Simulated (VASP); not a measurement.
# Be2Se3 (Imm2) in VASP: notebook

Runs on Be2Se3. Level: PBE. Tasks: single point.

All numbers are computed with VASP 6.6.1; they aren't measurements. Logs are shortened: lines on timing, memory, paths and dates and some standing lists are left out, and cuts for length are marked.

**1. The cell of the first run**

Symmetry: Imm2, No. 44, orthorhombic system. Conventional cell: a = 3.566 Å, b = 10.639 Å, c = 5.101 Å, α = 90.00°, β = 90.00°, γ = 90.00°. Within 2.9 Å of Be (site symmetry m) lie 4 Se at 2.20 to 2.24 Å. Within 2.9 Å of Se (site symmetry m) lie 3 Be at 2.20 to 2.24 Å. Se (site symmetry mm2) has 2 Be at 2.21 Å within 2.9 Å.

**2. Single point, PBE**

The input, INCAR:

```
PREC = Accurate
ENCUT = 520
EDIFF = 1E-6
ISMEAR = 0
SIGMA = 0.2
LREAL = F
LASPH = T
NELM = 60
ALGO = Normal
ISIF = 2
LWAVE = F
LCHARG = T
GGA = PE
LELF = T
LVHAR = T
NBANDS = 19
```

The input, KPOINTS:

```
Automatic mesh
0
Gamma
  5 5 5
```

The input, POSCAR:

```
Be2Se3
1.0
   -1.7830321795      5.3193473235      2.5506938840
    1.7830321795     -5.3193473235      2.5506938840
    1.7830321795      5.3193473235     -2.5506938840
Be Se
2 3
Direct
    0.5836081635      0.7479644278      0.8356437356
    0.9123206922      0.7479644278      0.1643562644
    0.6568960572     -0.0046565924      0.6615526496
    0.3337907580     -0.0046565924      0.3384473504
    0.0133843291      0.0133843291      0.0000000000
```

Potentials or basis: VASP PAW PBE potentials, release 64 (Be, Se).

Launch:

```
cat potpaw_PBE.64/Be/POTCAR potpaw_PBE.64/Se/POTCAR > POTCAR
mpirun -np 1 vasp_std > vasp.out
```

OUTCAR:

```text
PREC = Accurate
   ENCUT = 520
   EDIFF = 1E-6
   ISMEAR = 0
   LREAL = F
   LASPH = T
   NELM = 60
   ISIF = 2
   GGA = PE

 ion  position               nearest neighbor table
   1  0.584  0.748  0.836-   4 2.20   4 2.20   5 2.21   3 2.24
   2  0.912  0.748  0.164-   3 2.20   3 2.20   5 2.21   4 2.24
   3  0.657  0.995  0.662-   2 2.20   2 2.20   1 2.24
   4  0.334  0.995  0.338-   1 2.20   1 2.20   2 2.24
   5  0.013  0.013  0.000-   1 2.21   2 2.21

  LATTYP: Found a body centered orthorhombic cell.
 ALAT       =     3.5660643590
 B/A-ratio  =     1.4305372126
 C/A-ratio  =     2.9833153796

  Lattice vectors:

 A1 = (  -1.7830321795,   5.3193473235,  -2.5506938840)
 A2 = (   1.7830321795,   5.3193473235,   2.5506938840)
 A3 = (   1.7830321795,  -5.3193473235,  -2.5506938840)

Analysis of symmetry for initial positions (statically):
=====================================================================
 Subroutine PRICEL returns:
 Original cell was already a primitive cell.

 Routine SETGRP: Setting up the symmetry group for a
 body centered orthorhombic supercell.

 Subroutine GETGRP returns: Found  4 space group operations
 (whereof  4 operations were pure point group operations)
 out of a pool of  8 trial point group operations.

The static configuration has the point symmetry C_2v.

Analysis of symmetry for dynamics (positions and initial velocities):
=====================================================================
 Subroutine PRICEL returns:
 Original cell was already a primitive cell.

 Routine SETGRP: Setting up the symmetry group for a
 body centered orthorhombic supercell.

 Subroutine GETGRP returns: Found  4 space group operations
 (whereof  4 operations were pure point group operations)
 out of a pool of  8 trial point group operations.

The dynamic configuration has the point symmetry C_2v.

 Subroutine INISYM returns: Found  4 space group operations
 (whereof  4 operations are pure point group operations),
 and found     1 'primitive' translations

----------------------------------------------------------------------------------------

                                     Primitive cell

  volume of cell :      96.7689

  direct lattice vectors                    reciprocal lattice vectors
    -1.783032179  5.319347323  2.550693884     0.000000000  0.093996494  0.196025091
     1.783032179 -5.319347323  2.550693884     0.280421187  0.000000000  0.196025091
     1.783032179  5.319347323 -2.550693884     0.280421187  0.093996494  0.000000000

  length of vectors
     6.162848286  6.162848286  6.162848286     0.217396359  0.342143067  0.295755614

  position of ions in fractional coordinates (direct lattice)
     0.583608164  0.747964428  0.835643736
     0.912320692  0.747964428  0.164356264
     0.656896057  0.995343408  0.661552650
     0.333790758  0.995343408  0.338447350
     0.013384329  0.013384329  0.000000000

  ion indices of the primitive-cell ions
   primitive index   ion index
                 1           1
                 2           2
                 3           3
                 4           4
                 5           5

----------------------------------------------------------------------------------------

 KPOINTS: Automatic mesh

Automatic generation of k-mesh.
 Grid dimensions read from file:
 generate k-points for:    5    5    5

 Generating k-lattice:

  Cartesian coordinates                     Fractional coordinates (reciprocal lattice)
     0.000000000  0.018799299  0.039205018     0.200000000 -0.000000000  0.000000000
     0.056084237  0.000000000  0.039205018    -0.000000000  0.200000000  0.000000000
     0.056084237  0.018799299  0.000000000     0.000000000  0.000000000  0.200000000

  Length of vectors
     0.043479272  0.068428613  0.059151123

  Shift w.r.t. Gamma in fractional coordinates (k-lattice)
     0.000000000  0.000000000  0.000000000

 Subroutine IBZKPT returns following result:
 ===========================================

 Found     27 irreducible k-points:

 Following reciprocal coordinates:
            Coordinates               Weight
  0.000000  0.000000  0.000000      1.000000
  0.200000 -0.000000  0.000000      4.000000
  0.400000  0.000000 -0.000000      4.000000
  0.000000  0.200000 -0.000000      4.000000
  0.200000  0.200000  0.000000      8.000000
  0.400000  0.200000 -0.000000      8.000000
[... 16 lines left out ...]
 -0.400000 -0.200000  0.200000      4.000000
 -0.200000 -0.200000  0.200000      2.000000
 [... further k-points ...]
   k-points           NKPTS =     27   k-points in BZ     NKDIM =     27   number of bands    NBANDS=     19
   number of dos      NEDOS =    301   number of ions     NIONS =      5
   total plane-waves  NPLWV = 110592
   dimension x,y,z NGX =    48 NGY =   48 NGZ =   48
   dimension x,y,z NGXF=    96 NGYF=   96 NGZF=   96
   ions per type =               2   3
   NGX,Y,Z   is equivalent  to a cutoff of  12.95, 12.95, 12.95 a.u.
   NGXF,Y,Z  is equivalent  to a cutoff of  25.90, 25.90, 25.90 a.u.
 SYSTEM =  unknown system
   PREC   = accura    normal or accurate (medium, high low for compatibility)
   ISTART =      0    job   : 0-new  1-cont  2-samecut
   ICHARG =      2    charge: 1-file 2-atom 10-const
   ISPIN  =      1    spin polarized calculation?
   LNONCOLLINEAR =      F non collinear calculations
   LSORBIT =      F    spin-orbit coupling
   LASPH  =      T    aspherical Exc in radial PAW
   ENCUT  =  520.0 eV  38.22 Ry    6.18 a.u.  11.46 11.46 11.46*2*pi/ulx,y,z
   NELM   =     60;   NELMIN=  2; NELMDL= -5     # of ELM steps
   EDIFF  = 0.1E-05   stopping-criterion for ELM
   LREAL  =      F    real-space projection
   EDIFFG = 0.1E-04   stopping-criterion for IOM
   NSW    =      0    number of steps for IOM
   IBRION =     -1    ionic relax: 0-MD 1-quasi-New 2-CG
   NFREE  =      0    steps in history (QN), initial steepest desc. (CG)
   ISIF   =      2    stress and relaxation
   ISYM   =      2    0-nonsym 1-usesym 2-fastsym
   POTIM  = 0.5000    time-step for ionic-motion
   TEBEG  =    0.0;   TEEND  =   0.0 temperature during run
   PSTRESS=    0.0 pullay stress
   NELECT =      22.0000    total number of electrons
   NUPDOWN=      -1.0000    fix difference up-down
   EMIN   =  10.00;   EMAX   =-10.00  energy-range for DOS
   EFERMI =   0.00;   METHOD = LEGACY
   ISMEAR =     0;   SIGMA  =   0.20  broadening in eV -4-tet -1-fermi 0-gaus
   EFERMI_NEDOS =   21; number of points for ismear=-14 and -15
   IALGO  =     38    algorithm
   IMIX   =      4    mixing-type and parameters
     AMIX     =   0.40;   BMIX     =  1.00
     AMIX_MAG =   1.60;   BMIX_MAG =  1.00
  volume/ion in A,a.u.               =      19.35       130.61
  Fermi-wavevector in a.u.,A,eV,Ry     =   0.999165  1.888148 13.583107  0.998330
  Thomas-Fermi vector in A             =   2.131437
   LORBIT       =      0    0 simple, 1 ext, 2 COOP (PROOUT), +10 PAW based schemes
   GGA     = PE    functional components
   LHFCALC =     F    Hartree Fock is set to
   AEXX    =    0.0000 exact exchange contribution
   IVDW    =     0    specifies the selected vdW correction
   LEPSILON=     F    determine dielectric tensor
   LRPA    =     F    only Hartree local field effects (RPA)
 non-spin polarized calculation
 Gauss-broadening in eV      SIGMA  =   0.20
  energy-cutoff  :      520.00
  volume of cell :       96.77
 maximum number of plane-waves:      2626
 NGX is ok and might be reduce to    48
   NGX = 23   NGY = 23   NGZ = 23

 number of electron      22.0000000 magnetization

 Free energy of the ion-electron system (eV)
  ---------------------------------------------------
  ext. energy  EPLUGINS =         0.00000000
  ---------------------------------------------------
  free energy    TOTEN  =       -19.64731088 eV

  energy without entropy =      -19.57036990  energy(sigma->0) =      -19.60884039

 E-fermi :   2.5558     XC(G=0):  -9.3161

 val. band max:        2.5452396364   @ k =   0.2000  -0.2000   0.2000
 cond. band min:       2.5955191601   @ k =   0.4000   0.0000  -0.0000
 fundamental gap:      0.0502795237
 Fermi energy:         2.5557980082

 k-point     1 :       0.0000    0.0000    0.0000
  band No.  band energies     occupation
      1     -10.9366      2.00000
      2      -9.2351      2.00000
      3      -9.0602      2.00000
      4      -1.7395      2.00000
      5      -1.1787      2.00000
      6      -0.7046      2.00000
[... 11 lines left out ...]
     18      10.1175      0.00000
     19      11.8798      0.00000

 k-point     2 :       0.2000   -0.0000    0.0000
  band No.  band energies     occupation
      1     -10.7730      2.00000
      2      -9.3793      2.00000
      3      -9.1743      2.00000
      4      -2.1003      2.00000
      5      -1.5795      2.00000
      6       0.0404      2.00000
[... 11 lines left out ...]
     18      10.1641      0.00000
     19      10.7830      0.00000

 k-point     3 :       0.4000    0.0000   -0.0000
  band No.  band energies     occupation
      1     -10.3273      2.00000
      2      -9.7349      2.00000
      3      -9.4337      2.00000
      4      -2.4349      2.00000
      5      -1.1425      2.00000
      6       0.4568      2.00000
[... 11 lines left out ...]
     18      10.3383      0.00000
     19      10.6549      0.00000

 k-point     4 :       0.0000    0.2000   -0.0000
  band No.  band energies     occupation
      1     -10.5426      2.00000
      2      -9.2244      2.00000
      3      -9.0630      2.00000
      4      -1.8170      2.00000
      5      -1.3624      2.00000
      6      -0.5101      2.00000
[... 11 lines left out ...]
     18       9.9668      0.00000
     19      10.7252      0.00000

 k-point     5 :       0.2000    0.2000    0.0000
  band No.  band energies     occupation
      1     -10.1791      2.00000
      2      -9.4997      2.00000
      3      -9.2699      2.00000
      4      -2.0287      2.00000
      5      -1.3664      2.00000
      6      -0.4610      2.00000
[... 11 lines left out ...]
     18      10.2591      0.00000
     19      11.0440      0.00000

 k-point     6 :       0.4000    0.2000   -0.0000
  band No.  band energies     occupation
      1      -9.9976      2.00000
      2      -9.6536      2.00000
      3      -9.3466      2.00000
      4      -2.0512      2.00000
      5      -1.1663      2.00000
      6      -0.5512      2.00000
[... 11 lines left out ...]
     18      10.4211      0.00000
     19      10.5825      0.00000

 k-point     7 :      -0.4000    0.2000    0.0000
  band No.  band energies     occupation
      1     -10.4292      2.00000
      2      -9.3373      2.00000
      3      -9.1377      2.00000
      4      -1.8399      2.00000
      5      -1.2309      2.00000
      6      -0.3830      2.00000
[... 11 lines left out ...]
     18      10.2654      0.00000
     19      10.5388      0.00000

 k-point     8 :      -0.2000    0.2000   -0.0000
  band No.  band energies     occupation
      1     -10.6346      2.00000
      2      -9.1840      2.00000
      3      -8.9889      2.00000
      4      -1.6573      2.00000
      5      -0.8355      2.00000
      6      -0.6796      2.00000
[... 256 lines left out ...]
 k-point    20 :      -0.2000   -0.4000    0.2000
  band No.  band energies     occupation
      1      -9.7713      2.00000
      2      -9.7558      2.00000
      3      -9.5061      2.00000
      4      -1.5462      2.00000
      5      -1.4294      2.00000
      6      -0.9180      2.00000
[... 11 lines left out ...]
     18      10.2896      0.00000
     19      10.5743      0.00000

 k-point    21 :       0.2000   -0.2000    0.2000
  band No.  band energies     occupation
      1     -10.8134      2.00000
      2      -9.4716      2.00000
      3      -9.0446      2.00000
      4      -1.8070      2.00000
      5      -1.0390      2.00000
      6      -0.5867      2.00000
[... 11 lines left out ...]
     18       9.9851      0.00000
     19      10.6544      0.00000

 k-point    22 :       0.4000   -0.2000    0.2000
  band No.  band energies     occupation
      1     -10.5444      2.00000
      2      -9.6637      2.00000
      3      -9.2593      2.00000
      4      -1.8488      2.00000
      5      -1.2977      2.00000
      6       0.3941      2.00000
[... 11 lines left out ...]
     18       9.7993      0.00000
     19      10.8713      0.00000

 k-point    23 :      -0.4000   -0.2000    0.2000
  band No.  band energies     occupation
      1     -10.0757      2.00000
      2      -9.8788      2.00000
      3      -9.6061      2.00000
      4      -2.0677      2.00000
      5      -1.1039      2.00000
      6      -0.1777      2.00000
[... 11 lines left out ...]
     18       9.5519      0.00000
     19      10.6879      0.00000

 k-point    24 :      -0.2000   -0.2000    0.2000
  band No.  band energies     occupation
      1     -10.4272      2.00000
      2      -9.6231      2.00000
      3      -9.4111      2.00000
      4      -2.1728      2.00000
      5      -1.8581      2.00000
      6       1.1628      2.00000
[... 11 lines left out ...]
     18      10.2031      0.00000
     19      10.2354      0.00000

 [... further k-points ...]

------------------------ aborting loop because EDIFF is reached ----------------------------------------

  FORCE on cell =-STRESS in cart. coord.  units (eV):
  Direction    XX          YY          ZZ          XY          YZ          ZX
  --------------------------------------------------------------------------------------
  -------------------------------------------------------------------------------------
  Total        0.0019851     -0.0399164      0.1993064      0.0000000      0.0000000      0.0000000
  in kB        0.0328668     -0.6608855      3.2998628      0.0000000      0.0000000      0.0000000
  external PRESSURE =       0.8906147 kB  Pullay stress =       0.0000000 kB

 VOLUME and BASIS-vectors are now :
 -----------------------------------------------------------------------------
  energy-cutoff  :      520.00
  volume of cell :       96.77
      direct lattice vectors                 reciprocal lattice vectors
    -1.783032179  5.319347323  2.550693884     0.000000000  0.093996494  0.196025091
     1.783032179 -5.319347323  2.550693884     0.280421187  0.000000000  0.196025091
     1.783032179  5.319347323 -2.550693884     0.280421187  0.093996494  0.000000000

 POSITION                                       TOTAL-FORCE (eV/Angst)
 -----------------------------------------------------------------------------------
      1.78303      3.57081      1.26496        -0.000000      0.024130     -0.048192
      0.00000      1.74854      3.81566        -0.000000     -0.024130     -0.048192
      1.78303      1.71871      2.52694         0.000000     -0.020173      0.038921
      1.78303     -1.71871      2.52694         0.000000      0.020173      0.038921
      0.00000      0.00000      0.06828         0.000000     -0.000000      0.018543
 -----------------------------------------------------------------------------------
    total drift:                               -0.000000     -0.000001      0.000005

  FREE ENERGIE OF THE ION-ELECTRON SYSTEM (eV)
  ---------------------------------------------------
  free  energy   TOTEN  =       -19.6473108850 eV

  energy  without entropy=      -19.5703698959  energy(sigma->0) =      -19.60884039
```

Run time: 53 s. Hardware: 1 thread of Intel Xeon 6975P-C (Granite Rapids), shared host; peak memory 0.31 GiB.

What came out:

```
Free energy            : -19.6473 eV
Pressure               : 0.1 GPa
Largest force          : 0.054 eV/Å
Band gap on the k mesh : zero (band 11 reaches 3.50 eV, above the bottom of band 12 at 2.05 eV)
```

Forces on the atoms (eV/Å):
```
Be   0.000  0.024 -0.048
Be   0.000 -0.024 -0.048
Se   0.000 -0.020  0.039
Se   0.000  0.020  0.039
Se   0.000  0.000  0.019
```

Caveat: the k points lie up to 0.43 Å⁻¹ apart.

**3. Single point, PBE**

This run uses another cell than the first one, of 19.17 Å³/atom, 0.990 times its volume.

The input, INCAR:

```
SYSTEM = Be2Se3
PREC = Accurate
ENCUT = 520
EDIFF = 1E-6
ISMEAR = 0
SIGMA = 0.1
LREAL = .FALSE.
LASPH = .TRUE.
NELM = 100
ALGO = Normal
ISIF = 2
LWAVE = .FALSE.
LCHARG = .TRUE.
GGA = PE
LELF = .TRUE.
LVHAR = .TRUE.
NBANDS = 19
```

The input, KPOINTS:

```
Automatic mesh
0
G
  10 10 10
  0 0 0
```

The input, POSCAR:

```
Be2Se3
1.0
   -1.7969931005      4.4400902054      3.0029851551
    1.7969931005     -4.4400902054      3.0029851551
    1.7969931005      4.4400902054     -3.0029851551
Be Se
2 3
Direct
    0.5614096456      0.7329077145      0.8285019310
    0.9044057835      0.7329077145      0.1714980690
    0.6760918914      1.0156667722      0.6604251192
    0.3552416530      1.0156667722      0.3395748808
    0.0028510266      0.0028510266      0.0000000000
```

Potentials or basis: VASP PAW PBE potentials, release 64 (Be, Se).

Launch:

```
cat potpaw_PBE.64/Be/POTCAR potpaw_PBE.64/Se/POTCAR > POTCAR
mpirun -np 1 vasp_std > vasp.out
```

It took 5.9 min on 1 thread of Intel Xeon 6975P-C (Granite Rapids), shared host; peak memory 0.42 GiB.

It converged, with:

```
Free energy            : -20.0224 eV
Pressure               : 0.1 GPa
Largest force          : 0.023 eV/Å
Band gap on the k mesh : zero (band 11 reaches 4.11 eV, above the bottom of band 12 at 3.10 eV)
```

Forces on the atoms (eV/Å):
```
Be   0.000 -0.007  0.001
Be   0.000  0.007  0.001
Se   0.000 -0.008 -0.012
Se   0.000  0.008 -0.012
Se   0.000  0.000  0.023
```

Stress tensor (GPa, compression positive):
```
0.13 0.00 0.00
0.00 0.11 0.00
0.00 0.00 0.20
```

Levels at points of the mesh, in eV from the Fermi level:
| k point | band 9 | band 10 | band 11 | band 12 | band 13 | band 14 |
| --- | --- | --- | --- | --- | --- | --- |
| (0.00, 0.00, 0.00) | -1.76 | -1.29 | 0.09 | 2.20 | 3.25 | 4.24 |
| (0.50, 0.00, 0.00) | -1.71 | -1.17 | -0.51 | 0.31 | 3.56 | 3.68 |
| (0.00, 0.50, 0.00) | -2.40 | -2.17 | -1.37 | 1.79 | 3.35 | 3.96 |
| (0.50, 0.50, 0.00) | -2.34 | -2.30 | -0.76 | -0.16 | 2.46 | 4.17 |
| (0.50, 0.50, 0.50) | -1.41 | -0.95 | 0.64 | 0.83 | 2.94 | 4.42 |
